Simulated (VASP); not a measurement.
# MgF2 (P4_2/mnm) in VASP: further runs

MgF2 is run at these levels: r2SCAN; tasks: single point.

Everything below comes from runs of VASP 6.6.1. Logs are shortened: lines on timing, memory, paths and dates and some standing lists are left out, and cuts for length are marked.

## (1) The cell of the first run

It takes space group P4_2/mnm (No. 136, tetragonal). Conventional cell: a = 4.626 Å, b = 4.626 Å, c = 3.049 Å, α = 90.00°, β = 90.00°, γ = 90.00°. Within 2.6 Å of Mg (site symmetry mmm) lie 6 F at 1.98 to 2.00 Å. F (site symmetry m2m) has 3 Mg at 1.98 to 2.00 Å and 1 F at 2.58 Å within 2.6 Å.

## (2) Single point, r2SCAN

POSCAR reads:

```
MgF2
1.0
    4.6259220100      0.0000000000      0.0000000000
    0.0000000000      4.6259220100      0.0000000000
    0.0000000000      0.0000000000      3.0493542700
Mg F
2 4
Direct
    0.0000000000      0.0000000000      0.0000000000
    0.5000000000      0.5000000000      0.5000000000
    0.3029444600      0.3029444600      0.0000000000
    0.1970555400      0.8029444600      0.5000000000
    0.6970555400      0.6970555400      0.0000000000
    0.8029444600      0.1970555400      0.5000000000
```

INCAR.step1 reads:

```
ALGO     = Normal         # electronic algorithm
EDIFF    = 1E-5           # SCF threshold, eV
ENCUT    = 660            # plane-wave cutoff, eV
GGA      = PE             # functional
GGA_COMPAT= False        
ISMEAR   = -1             # smearing method
LASPH    = True           # aspherical terms in the spheres
LCHARG   = False          # write CHGCAR
LREAL    = False          # projectors in reciprocal space
LWAVE    = True           # write WAVECAR
NBANDS   = 25             # bands
NELM     = 120            # most SCF steps
PREC     = Accurate       # precision mode
SIGMA    = 0.02           # smearing width, eV
```

INCAR.step2 reads:

```
ALGO     = Normal         # electronic algorithm
EDIFF    = 1E-6           # SCF threshold, eV
ENCUT    = 660            # plane-wave cutoff, eV
GGA_COMPAT= False        
ISIF     = 2              # what is computed and relaxed
ISMEAR   = -1             # smearing method
ISTART   = 1            
LASPH    = True           # aspherical terms in the spheres
LCHARG   = False          # write CHGCAR
LMIXTAU  = True         
LREAL    = False          # projectors in reciprocal space
LWAVE    = False          # write WAVECAR
METAGGA  = R2SCAN         # meta-GGA
NBANDS   = 25             # bands
NELM     = 120            # most SCF steps
PREC     = Accurate       # precision mode
SIGMA    = 0.02           # smearing width, eV
```

KPOINTS reads:

```
k-points
0
Gamma
  6 6 10
```

Potentials or basis: VASP PAW PBE potentials, release 64 (Mg, F).

Started as:

```bash
$ cat potpaw_PBE.64/Mg/POTCAR potpaw_PBE.64/F/POTCAR > POTCAR
$ cp INCAR.step1 INCAR
$ mpirun -np 1 vasp_std > vasp.out
$ cp INCAR.step2 INCAR
$ mpirun -np 1 vasp_std > vasp.out
```

OUTCAR:

```text
EDIFF = 1E-6
   ENCUT = 660
   ISIF = 2
   ISMEAR = -1
   ISTART = 1
   LASPH = True
   LREAL = False
   METAGGA = R2SCAN
   NELM = 120
   PREC = Accurate

 ion  position               nearest neighbor table
   1  0.000  0.000  0.000-   3 1.98   5 1.98   4 2.00   6 2.00   4 2.00   6 2.00   2 3.61   2 3.61
                             2 3.61   2 3.61   2 3.61   2 3.61   2 3.61   2 3.61
   2  0.500  0.500  0.500-   4 1.98   6 1.98   5 2.00   3 2.00   3 2.00   5 2.00   1 3.61   1 3.61
                             1 3.61   1 3.61   1 3.61   1 3.61   1 3.61   1 3.61
   3  0.303  0.303  0.000-   1 1.98   2 2.00   2 2.00
   4  0.197  0.803  0.500-   2 1.98   1 2.00   1 2.00
   5  0.697  0.697  0.000-   1 1.98   2 2.00   2 2.00
   6  0.803  0.197  0.500-   2 1.98   1 2.00   1 2.00

  LATTYP: Found a simple tetragonal cell.
 ALAT       =     4.6259220100
 C/A-ratio  =     0.6591884306

  Lattice vectors:

 A1 = (   4.6259220100,   0.0000000000,   0.0000000000)
 A2 = (   0.0000000000,   4.6259220100,   0.0000000000)
 A3 = (   0.0000000000,   0.0000000000,   3.0493542700)

Analysis of symmetry for initial positions (statically):
=====================================================================
 Subroutine PRICEL returns:
 Original cell was already a primitive cell.

 Routine SETGRP: Setting up the symmetry group for a
 simple tetragonal supercell.

 Subroutine GETGRP returns: Found 16 space group operations
 (whereof  8 operations were pure point group operations)
 out of a pool of 16 trial point group operations.

The static configuration has the point symmetry D_2h.
 The point group associated with its full space group is D_4h.

Analysis of symmetry for dynamics (positions and initial velocities):
=====================================================================
 Subroutine PRICEL returns:
 Original cell was already a primitive cell.

 Routine SETGRP: Setting up the symmetry group for a
 simple tetragonal supercell.

 Subroutine GETGRP returns: Found 16 space group operations
 (whereof  8 operations were pure point group operations)
 out of a pool of 16 trial point group operations.

The dynamic configuration has the point symmetry D_2h.
 The point group associated with its full space group is D_4h.

 Subroutine INISYM returns: Found 16 space group operations
 (whereof  8 operations are pure point group operations),
 and found     1 'primitive' translations

----------------------------------------------------------------------------------------

                                     Primitive cell

  volume of cell :      65.2536

  direct lattice vectors                    reciprocal lattice vectors
     4.625922010  0.000000000  0.000000000     0.216173121  0.000000000  0.000000000
     0.000000000  4.625922010  0.000000000     0.000000000  0.216173121  0.000000000
     0.000000000  0.000000000  3.049354270     0.000000000  0.000000000  0.327938282

  length of vectors
     4.625922010  4.625922010  3.049354270     0.216173121  0.216173121  0.327938282

  position of ions in fractional coordinates (direct lattice)
     0.000000000  0.000000000  0.000000000
     0.500000000  0.500000000  0.500000000
     0.302944460  0.302944460  0.000000000
     0.197055540  0.802944460  0.500000000
     0.697055540  0.697055540  0.000000000
     0.802944460  0.197055540  0.500000000

  ion indices of the primitive-cell ions
   primitive index   ion index
                 1           1
                 2           2
                 3           3
                 4           4
                 5           5
                 6           6

----------------------------------------------------------------------------------------

 KPOINTS: k-points

Automatic generation of k-mesh.
 Grid dimensions read from file:
 generate k-points for:    6    6   10

 Generating k-lattice:

  Cartesian coordinates                     Fractional coordinates (reciprocal lattice)
     0.036028854  0.000000000  0.000000000     0.166666667  0.000000000  0.000000000
     0.000000000  0.036028854  0.000000000     0.000000000  0.166666667  0.000000000
     0.000000000  0.000000000  0.032793828     0.000000000  0.000000000  0.100000000

  Length of vectors
     0.036028854  0.036028854  0.032793828

  Shift w.r.t. Gamma in fractional coordinates (k-lattice)
     0.000000000  0.000000000  0.000000000

 Subroutine IBZKPT returns following result:
 ===========================================

 Found     60 irreducible k-points:

 Following reciprocal coordinates:
            Coordinates               Weight
  0.000000  0.000000  0.000000      1.000000
  0.166667  0.000000  0.000000      4.000000
  0.333333  0.000000  0.000000      4.000000
  0.500000  0.000000  0.000000      2.000000
  0.166667  0.166667  0.000000      4.000000
  0.333333  0.166667  0.000000      8.000000
[... 16 lines left out ...]
  0.333333  0.000000  0.200000      8.000000
  0.500000  0.000000  0.200000      4.000000
 [... further k-points ...]
   k-points           NKPTS =     60   k-points in BZ     NKDIM =     60   number of bands    NBANDS=     25
   number of dos      NEDOS =    301   number of ions     NIONS =      6
   total plane-waves  NPLWV =  44800
   dimension x,y,z NGX =    40 NGY =   40 NGZ =   28
   dimension x,y,z NGXF=    80 NGYF=   80 NGZF=   56
   ions per type =               2   4
   NGX,Y,Z   is equivalent  to a cutoff of  14.38, 14.38, 15.27 a.u.
   NGXF,Y,Z  is equivalent  to a cutoff of  28.75, 28.75, 30.53 a.u.
 SYSTEM =  unknown system
   PREC   = accura    normal or accurate (medium, high low for compatibility)
   ISTART =      1    job   : 0-new  1-cont  2-samecut
   ICHARG =      0    charge: 1-file 2-atom 10-const
   ISPIN  =      1    spin polarized calculation?
   LNONCOLLINEAR =      F non collinear calculations
   LSORBIT =      F    spin-orbit coupling
   LASPH  =      T    aspherical Exc in radial PAW
   ENCUT  =  660.0 eV  48.51 Ry    6.96 a.u.   9.69  9.69  6.39*2*pi/ulx,y,z
   NELM   =    120;   NELMIN=  2; NELMDL=  0     # of ELM steps
   EDIFF  = 0.1E-05   stopping-criterion for ELM
   LREAL  =      F    real-space projection
[... 7 lines left out ...]
   TEBEG  =    0.0;   TEEND  =   0.0 temperature during run
   PSTRESS=    0.0 pullay stress
   NELECT =      32.0000    total number of electrons
   NUPDOWN=      -1.0000    fix difference up-down
   EMIN   =  10.00;   EMAX   =-10.00  energy-range for DOS
   EFERMI =   0.00;   METHOD = LEGACY
   ISMEAR =    -1;   SIGMA  =   0.02  broadening in eV -4-tet -1-fermi 0-gaus
   EFERMI_NEDOS =   21; number of points for ismear=-14 and -15
   IALGO  =     38    algorithm
   IMIX   =      4    mixing-type and parameters
     AMIX     =   0.40;   BMIX     =  1.00
     AMIX_MAG =   1.60;   BMIX_MAG =  1.00
  volume/ion in A,a.u.               =      10.88        73.39
  Fermi-wavevector in a.u.,A,eV,Ry     =   1.290991  2.439620 22.676267  1.666659
  Thomas-Fermi vector in A             =   2.422789
   LORBIT       =      0    0 simple, 1 ext, 2 COOP (PROOUT), +10 PAW based schemes
   METAGGA = R2SCAN    functional components
   LHFCALC =     F    Hartree Fock is set to
   AEXX    =    0.0000 exact exchange contribution
   IVDW    =     0    specifies the selected vdW correction
   LEPSILON=     F    determine dielectric tensor
   LRPA    =     F    only Hartree local field effects (RPA)
 non-spin polarized calculation
  energy-cutoff  :      660.00
  volume of cell :       65.25
 maximum number of plane-waves:      2541
 NGX is ok and might be reduce to    40
   NGX = 19   NGY = 19   NGZ = 13

 number of electron      32.0000012 magnetization

 Free energy of the ion-electron system (eV)
  ---------------------------------------------------
  ext. energy  EPLUGINS =         0.00000000
  ---------------------------------------------------
  free energy    TOTEN  =       -43.85752888 eV

  energy without entropy =      -43.85752888  energy(sigma->0) =      -43.85752888

 E-fermi :  -1.4583     XC(G=0): -10.2426

 val. band max:       -1.8649206636   @ k =   0.0000   0.0000   0.0000
 cond. band min:       6.1486908099   @ k =   0.0000   0.0000   0.0000
 fundamental gap:      8.0136114735
 Fermi energy:        -1.4583406175

 k-point     1 :       0.0000    0.0000    0.0000
  band No.  band energies     occupation
      1     -23.7267      2.00000
      2     -22.9494      2.00000
      3     -22.9494      2.00000
      4     -22.8597      2.00000
      5      -5.9042      2.00000
      6      -4.3715      2.00000
[... 17 lines left out ...]
     24      17.9467      0.00000
     25      17.9467      0.00000

 k-point     2 :       0.1667    0.0000    0.0000
  band No.  band energies     occupation
      1     -23.6833      2.00000
      2     -23.0333      2.00000
      3     -22.9374      2.00000
      4     -22.8368      2.00000
      5      -5.8029      2.00000
      6      -4.3314      2.00000
[... 17 lines left out ...]
     24      17.6602      0.00000
     25      18.0347      0.00000

 k-point     3 :       0.3333    0.0000    0.0000
  band No.  band energies     occupation
      1     -23.5619      2.00000
      2     -23.1975      2.00000
      3     -22.9056      2.00000
      4     -22.8369      2.00000
      5      -5.5355      2.00000
      6      -4.7495      2.00000
[... 552 lines left out ...]
 k-point    23 :       0.3333    0.0000    0.2000
  band No.  band energies     occupation
      1     -23.4539      2.00000
      2     -23.1427      2.00000
      3     -22.8946      2.00000
      4     -22.8518      2.00000
      5      -5.3387      2.00000
      6      -4.6522      2.00000
[... 17 lines left out ...]
     24      16.5552      0.00000
     25      16.6631      0.00000

 k-point    24 :       0.5000    0.0000    0.2000
  band No.  band energies     occupation
      1     -23.3042      2.00000
      2     -23.3042      2.00000
      3     -22.8690      2.00000
      4     -22.8690      2.00000
      5      -5.0139      2.00000
      6      -5.0139      2.00000
[... 17 lines left out ...]
     24      15.9616      0.00000
     25      17.2393      0.00000

 [... further k-points ...]

------------------------ aborting loop because EDIFF is reached ----------------------------------------

  FORCE on cell =-STRESS in cart. coord.  units (eV):
  Direction    XX          YY          ZZ          XY          YZ          ZX
  --------------------------------------------------------------------------------------
  -------------------------------------------------------------------------------------
  Total       -0.6856291     -0.6856291     -0.7704266      0.0000000      0.0000000      0.0000000
  in kB      -16.8343103    -16.8343103    -18.9163502      0.0000000      0.0000000      0.0000000
  external PRESSURE =     -17.5283236 kB  Pullay stress =       0.0000000 kB

 VOLUME and BASIS-vectors are now :
 -----------------------------------------------------------------------------
  energy-cutoff  :      660.00
  volume of cell :       65.25
      direct lattice vectors                 reciprocal lattice vectors
     4.625922010  0.000000000  0.000000000     0.216173121  0.000000000  0.000000000
     0.000000000  4.625922010  0.000000000     0.000000000  0.216173121  0.000000000
     0.000000000  0.000000000  3.049354270     0.000000000  0.000000000  0.327938282

 POSITION                                       TOTAL-FORCE (eV/Angst)
 -----------------------------------------------------------------------------------
      0.00000      0.00000      0.00000         0.000000      0.000000      0.000000
      2.31296      2.31296      1.52468         0.000000      0.000000      0.000000
      1.40140      1.40140      0.00000         0.008390      0.008390     -0.000000
      0.91156      3.71436      1.52468        -0.008390      0.008390     -0.000000
      3.22452      3.22452      0.00000        -0.008390     -0.008390      0.000000
      3.71436      0.91156      1.52468         0.008390     -0.008390      0.000000
 -----------------------------------------------------------------------------------
    total drift:                                0.000000      0.000000     -0.000000

  FREE ENERGIE OF THE ION-ELECTRON SYSTEM (eV)
  ---------------------------------------------------
  free  energy   TOTEN  =       -43.8575288752 eV

  energy  without entropy=      -43.8575288752  energy(sigma->0) =      -43.85752888
```

It took 2.8 min on 1 thread of Intel Xeon 6975P-C (Granite Rapids), shared host; peak memory 0.28 GiB.

Results:

```
Free energy            : -43.8575 eV
Pressure               : -1.8 GPa
Largest force          : 0.012 eV/Å
Band gap on the k mesh : 8.01 eV
```

Forces on the atoms (eV/Å):
```
Mg   0.000  0.000  0.000
Mg   0.000  0.000  0.000
F    0.008  0.008  0.000
F   -0.008  0.008  0.000
F   -0.008 -0.008  0.000
F    0.008 -0.008  0.000
```

Stress tensor (GPa, compression positive):
```
-1.68  0.00  0.00
 0.00 -1.68  0.00
 0.00  0.00 -1.89
```

Caveat: the PAW data sets were made with another functional, which shifts forces and pressure a little. A k mesh can miss the band edges.

## (3) Single point, r2SCAN

This run uses another cell than the first one, of 11.09 Å³/atom.

POSCAR reads:

```
MgF2
1.0
    4.6565581500      0.0000000000      0.0000000000
    0.0000000000      4.6565581500      0.0000000000
    0.0000000000      0.0000000000      3.0695492600
Mg F
2 4
Direct
    0.0000000000      0.0000000000      0.0000000000
    0.5000000000      0.5000000000      0.5000000000
    0.3033710202      0.3033710202      0.0000000000
    0.1966289798      0.8033710202      0.5000000000
    0.6966289798      0.6966289798      0.0000000000
    0.8033710202      0.1966289798      0.5000000000
```

INCAR.step1 reads:

```
  PREC = Accurate
  ENCUT = 660
  ISMEAR = -1
  SIGMA = 0.02
  LREAL = False
  LASPH = True
  NELM = 120
  NBANDS = 25
  GGA = PE
  ALGO = Normal
  EDIFF = 1E-5
  LWAVE = True
  LCHARG = False
  GGA_COMPAT = False
```

INCAR.step2 reads:

```
  PREC = Accurate
  ENCUT = 660
  EDIFF = 1E-6
  ISMEAR = -1
  SIGMA = 0.02
  LREAL = False
  LASPH = True
  NELM = 120
  ALGO = Normal
  ISIF = 2
  LWAVE = False
  LCHARG = False
  METAGGA = R2SCAN
  LMIXTAU = True
  NBANDS = 25
  ISTART = 1
  GGA_COMPAT = False
```

KPOINTS reads:

```
Automatic mesh
0
Gamma
  6 6 10
```

Potentials or basis: VASP PAW PBE potentials, release 64 (Mg, F).

Started as:

```bash
$ cat potpaw_PBE.64/Mg/POTCAR potpaw_PBE.64/F/POTCAR > POTCAR
$ cp INCAR.step1 INCAR
$ mpirun -np 1 vasp_std > vasp.out
$ cp INCAR.step2 INCAR
$ mpirun -np 1 vasp_std > vasp.out
```

OUTCAR:

```text
PREC = Accurate
   ENCUT = 660
   EDIFF = 1E-6
   ISMEAR = -1
   LREAL = False
   LASPH = True
   NELM = 120
   ISIF = 2
   METAGGA = R2SCAN
   ISTART = 1

 ion  position               nearest neighbor table
   1  0.000  0.000  0.000-   3 2.00   5 2.00   4 2.01   6 2.01   4 2.01   6 2.01   2 3.63   2 3.63
                             2 3.63   2 3.63   2 3.63   2 3.63   2 3.63   2 3.63
   2  0.500  0.500  0.500-   4 2.00   6 2.00   5 2.01   3 2.01   3 2.01   5 2.01   1 3.63   1 3.63
                             1 3.63   1 3.63   1 3.63   1 3.63   1 3.63   1 3.63
   3  0.303  0.303  0.000-   1 2.00   2 2.01   2 2.01
   4  0.197  0.803  0.500-   2 2.00   1 2.01   1 2.01
[... 884 lines left out ...]
  Total       -1.4763874     -1.4763874     -1.6594566      0.0000000      0.0000000      0.0000000
  in kB      -35.5390843    -35.5390843    -39.9458633      0.0000000      0.0000000      0.0000000
  external PRESSURE =     -37.0080106 kB  Pullay stress =       0.0000000 kB

 VOLUME and BASIS-vectors are now :
 -----------------------------------------------------------------------------
  energy-cutoff  :      660.00
  volume of cell :       66.56
      direct lattice vectors                 reciprocal lattice vectors
     4.656558150  0.000000000  0.000000000     0.214750888  0.000000000  0.000000000
     0.000000000  4.656558150  0.000000000     0.000000000  0.214750888  0.000000000
     0.000000000  0.000000000  3.069549260     0.000000000  0.000000000  0.325780730

 POSITION                                       TOTAL-FORCE (eV/Angst)
 -----------------------------------------------------------------------------------
      0.00000      0.00000      0.00000         0.000000      0.000000      0.000000
      2.32828      2.32828      1.53477         0.000000      0.000000      0.000000
      1.41266      1.41266      0.00000         0.007554      0.007554     -0.000000
      0.91561      3.74094      1.53477        -0.007554      0.007554      0.000000
      3.24389      3.24389      0.00000        -0.007554     -0.007554      0.000000
      3.74094      0.91561      1.53477         0.007554     -0.007554      0.000000
 -----------------------------------------------------------------------------------
    total drift:                                0.000000      0.000000      0.000000

  FREE ENERGIE OF THE ION-ELECTRON SYSTEM (eV)
  ---------------------------------------------------
  free  energy   TOTEN  =       -43.8403722550 eV

  energy  without entropy=      -43.8403722550  energy(sigma->0) =      -43.84037226
```

It took 2.9 min on 1 thread of Intel Xeon 6975P-C (Granite Rapids), shared host; peak memory 0.29 GiB.

Results:

* Free energy: -43.8404 eV
* Pressure: -3.7 GPa
* Largest force: 0.011 eV/Å
* Band gap on the k mesh: 7.88 eV

Forces in eV/Å, atoms in the order of the input:
```
Mg   0.000  0.000  0.000
Mg   0.000  0.000  0.000
F    0.008  0.008  0.000
F   -0.008  0.008  0.000
F   -0.008 -0.008  0.000
F    0.008 -0.008  0.000
```

Stress tensor (GPa, compression positive):
```
-3.55  0.00  0.00
 0.00 -3.55  0.00
 0.00  0.00 -3.99
```

Levels at points of the mesh, in eV from the valence-band top:
```
           k point  band 13  band 14  band 15  band 16  band 17  band 18  band 19  band 20
(0.00, 0.00, 0.00)    -0.72    -0.32    -0.32     0.00     7.88    13.12    13.12    14.66
(0.50, 0.00, 0.00)    -0.96    -0.96    -0.37    -0.37    10.29    10.29    14.38    14.38
(0.50, 0.50, 0.00)    -0.92    -0.92    -0.76    -0.76    12.06    12.06    12.09    12.09
(0.00, 0.00, 0.50)    -1.11    -1.11    -0.84    -0.84    12.68    12.68    15.90    15.90
(0.50, 0.00, 0.50)    -0.72    -0.72    -0.65    -0.65    13.61    13.61    14.36    14.36
(0.50, 0.50, 0.50)    -0.60    -0.60    -0.48    -0.48    14.14    14.14    14.31    14.31
```

Caveat: the cell stands under tension; the PAW data sets were made with another functional, which shifts forces and pressure a little. r2SCAN opens gaps a little over a GGA but as a rule still falls short of measured ones.
